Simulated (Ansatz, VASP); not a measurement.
# Two plane-wave programs on LaTiGe

```
CELL_PARAMETERS angstrom
3.81562 0.00000 0.00000
0.00000 3.81562 0.00000
0.00000 0.00000 8.46532
ATOMIC_POSITIONS crystal
Ti 0.25000 0.25000 0.21183
Ti 0.75000 0.75000 0.78817
Ge 0.75000 0.25000 0.00000
Ge 0.25000 0.75000 0.00000
La 0.25000 0.25000 0.63729
La 0.75000 0.75000 0.36271
```

Alike in both runs: functional LDA; k mesh 9 × 9 × 4; no spin polarisation.

Ansatz relaxed the structure, and its values are those at the end. VASP's run is a single point on that final structure, the one shown.

|  | VASP | Ansatz |
| --- | --- | --- |
| version | VASP 6.6.1 | Ansatz 0.2.0 |
| potentials or method | VASP PAW LDA potentials, release 64 (Ti_sv, Ge_d, La), cutoff 520 eV | PAW plane waves |
| occupations | fermi-dirac, width 0.1 eV | fermi-dirac |
| valence electrons in the cell | 74 | 74 |

```csv
,VASP,Ansatz,Ansatz less VASP
pressure (GPa),2.8,2.8,-0.03
rms of the force components (eV/Å),0.014,0.008,-0.0059
```

LDA's correlation is that of Perdew and Zunger in VASP and of Perdew and Wang (1992) in Ansatz. Ansatz's warnings: stress scf threshold loose.

Neither program's run includes spin-orbit coupling.
